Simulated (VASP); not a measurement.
A run of VASP 6.6.1 is set up as follows.

File POSCAR:

```
BaTiO3
1.0
    2.8482561214      1.6444414384      2.3355603327
   -2.8482561214      1.6444414384      2.3355603327
    0.0000000000     -3.2888828768      2.3355603327
Ba Ti O
1 1 3
Direct
    0.0001460400      0.0001460400      0.0001460400
    0.5133377100      0.5133377100      0.5133377100
    0.4889503100      0.9797166300      0.4889503100
    0.4889503100      0.4889503100      0.9797166300
    0.9797166300      0.4889503100      0.4889503100
```

The input INCAR.step1:

```
SYSTEM = BaTiO3
PREC = Accurate ; ENCUT = 520
ISMEAR = -1 ; SIGMA = 0.01
LREAL = .False. ; LASPH = .True.
NELM = 100 ; NBANDS = 28
GGA = PE ; ALGO = Normal
EDIFF = 1E-4 ; LWAVE = .True.
LCHARG = .False.
```

Contents of INCAR.step2:

```
SYSTEM = BaTiO3
PREC = Accurate ; ENCUT = 520
EDIFF = 1E-8 ; ISMEAR = -1
SIGMA = 0.01 ; LREAL = .False.
LASPH = .True. ; NELM = 100
ALGO = Normal ; ISIF = 2
LWAVE = .False. ; LCHARG = .False.
METAGGA = R2SCAN ; LMIXTAU = .True.
LEFG = .True. ; NBANDS = 28
ISTART = 1
```

KPOINTS

```
regular mesh
0
Gamma
  6 6 6
  0 0 0
```

Potentials or basis: VASP PAW PBE potentials, release 64 (Ba_sv, Ti_sv, O).

Run with:

```sh
$ cat potpaw_PBE.64/Ba_sv/POTCAR potpaw_PBE.64/Ti_sv/POTCAR potpaw_PBE.64/O/POTCAR > POTCAR
$ cp INCAR.step1 INCAR
$ mpirun -np 1 vasp_std > vasp.out
$ cp INCAR.step2 INCAR
$ mpirun -np 1 vasp_std > vasp.out
```

Predict the pressure.

0.1 GPa.

Estimate the largest force.

0.019 eV/Å.

Estimate the band gap on the k mesh.

2.73 eV, indirect (least direct gap 3.17 eV).

Forces in eV/Å, atoms in the order of the input:
```
Ba   0.000  0.000  0.011
Ti   0.000  0.000  0.019
O    0.010 -0.006 -0.010
O    0.000  0.012 -0.010
O   -0.010 -0.006 -0.010
```

Caveat: without QUAD_EFG the Cq values of the log hold for a quadrupole moment of 1 mb, not for the nuclei; the PAW data sets were made with another functional, which shifts forces and pressure a little; spin-orbit coupling is left out, which moves the levels of the heavy elements. A k mesh can miss the band edges.
